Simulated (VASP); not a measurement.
Write the native input for VASP 6.6.1 that does the following.

* Task: single point
* Functional: PBE
* Potentials or basis: VASP PAW PBE potentials, release 64 (Cd, Se)
* Cutoff: 520 eV
* k mesh: 6 × 6 × 4
* Occupations: gaussian, width 0.01 eV
* Spin: no spin polarisation
* Dipole correction: no
* Further INCAR settings: ALGO = Normal; EDIFF = 1e-06; NBANDS = 26

The structure of CdSe lies in POSCAR:

```
CdSe
1.0
    4.4274146258      0.0000000000      0.0000000000
   -2.2137073129      3.8342535390      0.0000000000
    0.0000000000      0.0000000000      7.2264648458
Cd Se
2 2
Direct
    0.3333333333      0.6666666667     -0.0002790363
    0.6666666667      0.3333333333      0.4997209637
    0.3333333333      0.6666666667      0.3752790363
    0.6666666667      0.3333333333      0.8752790363
```

This cell differs from its parent crystal: volume changed by +3%.

One way to write it, as run:

INCAR

```
PREC = Accurate
ENCUT = 520
EDIFF = 1E-6
ISMEAR = 0
SIGMA = 0.01
LREAL = F
LASPH = T
NELM = 80
ALGO = Normal
ISIF = 2
LWAVE = F
LCHARG = F
GGA = PE
NBANDS = 26
```

KPOINTS

```
Automatic mesh
0
Gamma
  6 6 4
```

Potentials or basis: VASP PAW PBE potentials, release 64 (Cd, Se).

The run is started by

```console
$ cat potpaw_PBE.64/Cd/POTCAR potpaw_PBE.64/Se/POTCAR > POTCAR
$ mpirun -np 1 vasp_std > vasp.out
```

It gave:

```json
{
  "Pressure": "-1.0 GPa",
  "Largest force": "0.006 eV/Å",
  "Band gap on the k mesh": "0.47 eV, direct"
}
```

Run time: 51 s on 1 thread of Intel(R) Xeon(R) Platinum 8559C (Emerald Rapids) (shared host), peak memory 0.27 GiB.
